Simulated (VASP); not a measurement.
# Cs4Br (Pm-3m) in VASP: density of states with PBE

Aim: the density of states of Cs4Br with PBE.

Program: VASP 6.6.1. These are calculated values, not measurements. Logs are shortened: lines on timing, memory, paths and dates and some standing lists are left out, and cuts for length are marked.

## Step 1: The cell of the first run

Symmetry: Pm-3m, No. 221, cubic system. Conventional cell: a = 7.558 Å, b = 7.558 Å, c = 7.558 Å, α = 90.00°, β = 90.00°, γ = 90.00°. Within 5.0 Å of Cs (site symmetry 4/mmm) lie 2 Br at 3.78 Å. Br (site symmetry m-3m) has 6 Cs at 3.78 Å within 5.0 Å.

## Step 2: Density of states, PBE

POSCAR reads:

```
Cs4Br
1.0
    7.5581467883      0.0000000000      0.0000000000
    0.0000000000      7.5581467883      0.0000000000
    0.0000000000      0.0000000000      7.5581467883
Cs Br
4 1
Direct
    0.5000000000      0.0000000000      0.0000000000
    0.0000000000      0.5000000000      0.0000000000
    0.0000000000      0.0000000000      0.5000000000
    0.5000000000      0.5000000000      0.5000000000
    0.0000000000      0.0000000000      0.0000000000
```

INCAR.step1 reads:

```
ALGO = Normal
EDIFF = 1E-6
ENCUT = 520
GGA = PE
ISIF = 2
ISMEAR = 0
LASPH = True
LCHARG = True
LREAL = False
LWAVE = False
NBANDS = 30
NELM = 100
PREC = Accurate
SIGMA = 0.1
```

KPOINTS.step1 reads:

```
k-points
0
Gamma
  6 6 6
```

INCAR.step2 reads:

```
ALGO = Normal
EDIFF = 1E-6
ENCUT = 520
GGA = PE
ICHARG = 11
ISIF = 2
ISMEAR = -5
LASPH = True
LCHARG = False
LORBIT = 11
LREAL = False
LWAVE = False
NBANDS = 30
NEDOS = 1001
NELM = 100
PREC = Accurate
SIGMA = 0.1
```

KPOINTS.step2 reads:

```
k-points
0
Gamma
  9 9 9
```

Potentials or basis: VASP PAW PBE potentials, release 64 (Cs_sv, Br).

The run is started by

```bash
> cat potpaw_PBE.64/Cs_sv/POTCAR potpaw_PBE.64/Br/POTCAR > POTCAR
> cp INCAR.step1 INCAR
> cp KPOINTS.step1 KPOINTS
> mpirun -np 1 vasp_std > vasp.out
> cp INCAR.step2 INCAR
> cp KPOINTS.step2 KPOINTS
> mpirun -np 1 vasp_std > vasp.out
```

OUTCAR:

```text
EDIFF = 1E-6
   ENCUT = 520
   GGA = PE
   ICHARG = 11
   ISIF = 2
   ISMEAR = -5
   LASPH = True
   LORBIT = 11
   LREAL = False
   NELM = 100
   PREC = Accurate

 ion  position               nearest neighbor table
   1  0.500  0.000  0.000-
   2  0.000  0.500  0.000-
   3  0.000  0.000  0.500-
   4  0.500  0.500  0.500-
   5  0.000  0.000  0.000-

  LATTYP: Found a simple cubic cell.
 ALAT       =     7.5581467883

  Lattice vectors:

 A1 = (   7.5581467883,   0.0000000000,   0.0000000000)
 A2 = (   0.0000000000,   7.5581467883,   0.0000000000)
 A3 = (   0.0000000000,   0.0000000000,   7.5581467883)

Analysis of symmetry for initial positions (statically):
=====================================================================
 Subroutine PRICEL returns:
 Original cell was already a primitive cell.

 Routine SETGRP: Setting up the symmetry group for a
 simple cubic supercell.

 Subroutine GETGRP returns: Found 48 space group operations
 (whereof 48 operations were pure point group operations)
 out of a pool of 48 trial point group operations.

The static configuration has the point symmetry O_h .

Analysis of symmetry for dynamics (positions and initial velocities):
=====================================================================
 Subroutine PRICEL returns:
 Original cell was already a primitive cell.

 Routine SETGRP: Setting up the symmetry group for a
 simple cubic supercell.

 Subroutine GETGRP returns: Found 48 space group operations
 (whereof 48 operations were pure point group operations)
 out of a pool of 48 trial point group operations.

The dynamic configuration has the point symmetry O_h .

 Subroutine INISYM returns: Found 48 space group operations
 (whereof 48 operations are pure point group operations),
 and found     1 'primitive' translations

----------------------------------------------------------------------------------------

                                     Primitive cell

  volume of cell :     431.7635

  direct lattice vectors                    reciprocal lattice vectors
     7.558146788  0.000000000  0.000000000     0.132307565  0.000000000  0.000000000
     0.000000000  7.558146788  0.000000000     0.000000000  0.132307565  0.000000000
     0.000000000  0.000000000  7.558146788     0.000000000  0.000000000  0.132307565

  length of vectors
     7.558146788  7.558146788  7.558146788     0.132307565  0.132307565  0.132307565

  position of ions in fractional coordinates (direct lattice)
     0.500000000  0.000000000  0.000000000
     0.000000000  0.500000000  0.000000000
     0.000000000  0.000000000  0.500000000
     0.500000000  0.500000000  0.500000000
     0.000000000  0.000000000  0.000000000

  ion indices of the primitive-cell ions
   primitive index   ion index
                 1           1
                 2           2
                 3           3
                 4           4
                 5           5

----------------------------------------------------------------------------------------

 KPOINTS: k-points

Automatic generation of k-mesh.
 Grid dimensions read from file:
 generate k-points for:    9    9    9

 Generating k-lattice:

  Cartesian coordinates                     Fractional coordinates (reciprocal lattice)
     0.014700841  0.000000000  0.000000000     0.111111111  0.000000000  0.000000000
     0.000000000  0.014700841  0.000000000     0.000000000  0.111111111  0.000000000
     0.000000000  0.000000000  0.014700841     0.000000000  0.000000000  0.111111111

  Length of vectors
     0.014700841  0.014700841  0.014700841

  Shift w.r.t. Gamma in fractional coordinates (k-lattice)
     0.000000000  0.000000000  0.000000000

 TETIRR: Found    353 inequivalent tetrahedra from     4374

 Subroutine IBZKPT returns following result:
 ===========================================

 Found     35 irreducible k-points:

 Following reciprocal coordinates:
            Coordinates               Weight
  0.000000  0.000000  0.000000      1.000000
  0.111111  0.000000  0.000000      6.000000
  0.222222  0.000000  0.000000      6.000000
  0.333333  0.000000  0.000000      6.000000
  0.444444  0.000000  0.000000      6.000000
  0.111111  0.111111  0.000000     12.000000
[... 16 lines left out ...]
  0.333333  0.333333  0.111111     24.000000
  0.444444  0.333333  0.111111     48.000000
 [... further k-points ...]
   k-points           NKPTS =     35   k-points in BZ     NKDIM =     35   number of bands    NBANDS=     30
   number of dos      NEDOS =   1001   number of ions     NIONS =      5
   total plane-waves  NPLWV = 175616
   dimension x,y,z NGX =    56 NGY =   56 NGZ =   56
   dimension x,y,z NGXF=   112 NGYF=  112 NGZF=  112
   ions per type =               4   1
   NGX,Y,Z   is equivalent  to a cutoff of  12.32, 12.32, 12.32 a.u.
   NGXF,Y,Z  is equivalent  to a cutoff of  24.64, 24.64, 24.64 a.u.
 SYSTEM =  unknown system
   PREC   = accura    normal or accurate (medium, high low for compatibility)
   ISTART =      0    job   : 0-new  1-cont  2-samecut
   ICHARG =     11    charge: 1-file 2-atom 10-const
   ISPIN  =      1    spin polarized calculation?
   LNONCOLLINEAR =      F non collinear calculations
   LSORBIT =      F    spin-orbit coupling
   LASPH  =      T    aspherical Exc in radial PAW
   ENCUT  =  520.0 eV  38.22 Ry    6.18 a.u.  14.05 14.05 14.05*2*pi/ulx,y,z
   NELM   =    100;   NELMIN=  2; NELMDL=  0     # of ELM steps
   EDIFF  = 0.1E-05   stopping-criterion for ELM
   LREAL  =      F    real-space projection
   EDIFFG = 0.1E-04   stopping-criterion for IOM
   NSW    =      0    number of steps for IOM
   IBRION =     -1    ionic relax: 0-MD 1-quasi-New 2-CG
   NFREE  =      0    steps in history (QN), initial steepest desc. (CG)
   ISIF   =      2    stress and relaxation
   ISYM   =      2    0-nonsym 1-usesym 2-fastsym
   POTIM  = 0.5000    time-step for ionic-motion
   TEBEG  =    0.0;   TEEND  =   0.0 temperature during run
   PSTRESS=    0.0 pullay stress
   NELECT =      43.0000    total number of electrons
   NUPDOWN=      -1.0000    fix difference up-down
   EMIN   =  10.00;   EMAX   =-10.00  energy-range for DOS
   EFERMI =   0.00;   METHOD = LEGACY
   ISMEAR =    -5;   SIGMA  =   0.10  broadening in eV -4-tet -1-fermi 0-gaus
   EFERMI_NEDOS =   21; number of points for ismear=-14 and -15
   IALGO  =     38    algorithm
   IMIX   =      4    mixing-type and parameters
     AMIX     =   0.40;   BMIX     =  1.00
     AMIX_MAG =   1.60;   BMIX_MAG =  1.00
  volume/ion in A,a.u.               =      86.35       582.74
  Fermi-wavevector in a.u.,A,eV,Ry     =   0.758838  1.433996  7.834710  0.575835
  Thomas-Fermi vector in A             =   1.857498
   LORBIT       =     11    0 simple, 1 ext, 2 COOP (PROOUT), +10 PAW based schemes
   GGA     = PE    functional components
   LHFCALC =     F    Hartree Fock is set to
   AEXX    =    0.0000 exact exchange contribution
   IVDW    =     0    specifies the selected vdW correction
   LEPSILON=     F    determine dielectric tensor
   LRPA    =     F    only Hartree local field effects (RPA)
 non-spin polarized calculation
 Fermi weights with tetrahedron method with Bloechl corrections
  energy-cutoff  :      520.00
  volume of cell :      431.76
 maximum number of plane-waves:     11660

 number of electron      43.0000015 magnetization

 Free energy of the ion-electron system (eV)
  ---------------------------------------------------
  ext. energy  EPLUGINS =         0.00000000
  ---------------------------------------------------
  free energy    TOTEN  =        -8.40835672 eV

  energy without entropy =       -8.40835672  energy(sigma->0) =       -8.40835672

 E-fermi :   1.0757     XC(G=0):  -5.8476

 val. band max:        1.0652112703   @ k =   0.3333   0.2222   0.1111
 cond. band min:       1.0972428189   @ k =   0.2222   0.0000   0.0000
 fundamental gap:      0.0320315487
 Fermi energy:         1.0757440078

 k-point     1 :       0.0000    0.0000    0.0000
  band No.  band energies     occupation
      1     -22.7995      2.00000
      2     -22.7765      2.00000
      3     -22.7683      2.00000
      4     -22.7683      2.00000
      5     -14.8912      2.00000
      6      -9.6954      2.00000
[... 22 lines left out ...]
     29       2.9132      0.00000
     30       2.9268      0.00000

 k-point     2 :       0.1111    0.0000    0.0000
  band No.  band energies     occupation
      1     -22.7994      2.00000
      2     -22.7763      2.00000
      3     -22.7685      2.00000
      4     -22.7683      2.00000
      5     -14.8923      2.00000
      6      -9.6924      2.00000
[... 22 lines left out ...]
     29       2.8861      0.00000
     30       3.1872      0.00000

 k-point     3 :       0.2222    0.0000    0.0000
  band No.  band energies     occupation
      1     -22.7992      2.00000
      2     -22.7759      2.00000
      3     -22.7692      2.00000
      4     -22.7683      2.00000
      5     -14.8949      2.00000
      6      -9.6838      2.00000
[... 22 lines left out ...]
     29       2.8155      0.00000
     30       3.1548      0.00000

 k-point     4 :       0.3333    0.0000    0.0000
  band No.  band energies     occupation
      1     -22.7990      2.00000
      2     -22.7752      2.00000
      3     -22.7700      2.00000
      4     -22.7683      2.00000
      5     -14.8978      2.00000
      6      -9.6708      2.00000
[... 616 lines left out ...]
     29       2.8026      0.00000
     30       3.0245      0.00000

 k-point    23 :       0.3333    0.3333    0.1111
  band No.  band energies     occupation
      1     -22.7986      2.00000
      2     -22.7736      2.00000
      3     -22.7705      2.00000
      4     -22.7696      2.00000
      5     -14.9055      2.00000
      6      -9.6713      2.00000
[... 22 lines left out ...]
     29       2.8843      0.00000
     30       3.0427      0.00000

 k-point    24 :       0.4444    0.3333    0.1111
  band No.  band energies     occupation
      1     -22.7986      2.00000
      2     -22.7729      2.00000
      3     -22.7710      2.00000
      4     -22.7698      2.00000
      5     -14.9074      2.00000
      6      -9.6727      2.00000
[... 22 lines left out ...]
     29       2.9133      0.00000
     30       3.1128      0.00000

 [... further k-points ...]
[... 5 lines left out ...]
  --------------------------------------------------------------------------------------
  -------------------------------------------------------------------------------------
  Total        0.0110180      0.0110180      0.0110180     -0.0000000     -0.0000000      0.0000000
  in kB        0.0408854      0.0408854      0.0408854     -0.0000000     -0.0000000      0.0000000
  external PRESSURE =       0.0408854 kB  Pullay stress =       0.0000000 kB

 VOLUME and BASIS-vectors are now :
 -----------------------------------------------------------------------------
  energy-cutoff  :      520.00
  volume of cell :      431.76
      direct lattice vectors                 reciprocal lattice vectors
     7.558146788  0.000000000  0.000000000     0.132307565  0.000000000  0.000000000
     0.000000000  7.558146788  0.000000000     0.000000000  0.132307565  0.000000000
     0.000000000  0.000000000  7.558146788     0.000000000  0.000000000  0.132307565

 POSITION                                       TOTAL-FORCE (eV/Angst)
 -----------------------------------------------------------------------------------
      3.77907      0.00000      0.00000         0.000000      0.000000      0.000000
      0.00000      3.77907      0.00000         0.000000      0.000000      0.000000
      0.00000      0.00000      3.77907         0.000000      0.000000      0.000000
      3.77907      3.77907      3.77907         0.000000      0.000000      0.000000
      0.00000      0.00000      0.00000         0.000000      0.000000      0.000000
 -----------------------------------------------------------------------------------
    total drift:                                0.000000     -0.000000      0.000000

  FREE ENERGIE OF THE ION-ELECTRON SYSTEM (eV)
  ---------------------------------------------------
  free  energy   TOTEN  =        -8.4083567161 eV

  energy  without entropy=       -8.4083567161  energy(sigma->0) =       -8.40835672

 total charge

# of ion       s       p       d       tot
------------------------------------------
    1        1.845   4.689   0.017   6.551
    2        1.845   4.689   0.017   6.551
    3        1.845   4.689   0.017   6.551
    4        1.863   4.675   0.006   6.543
    5        1.606   3.260   0.001   4.866
--------------------------------------------------
tot          9.005  22.001   0.057  31.063
```

Wall time 4.2 min (1 thread of AMD EPYC 9R45 (Zen 5), shared host); peak memory 0.6 GiB.

What came out:

- Valence electrons inside the program's atomic spheres: Cs 6.55, 6.54; Br 4.87

Caveat: spin-orbit coupling is left out, which moves the levels of the heavy elements; an odd number of electrons without spin polarisation forces a metal; a magnetic or distorted state may lie lower; tetrahedron occupations give inexact forces and stress in metals.
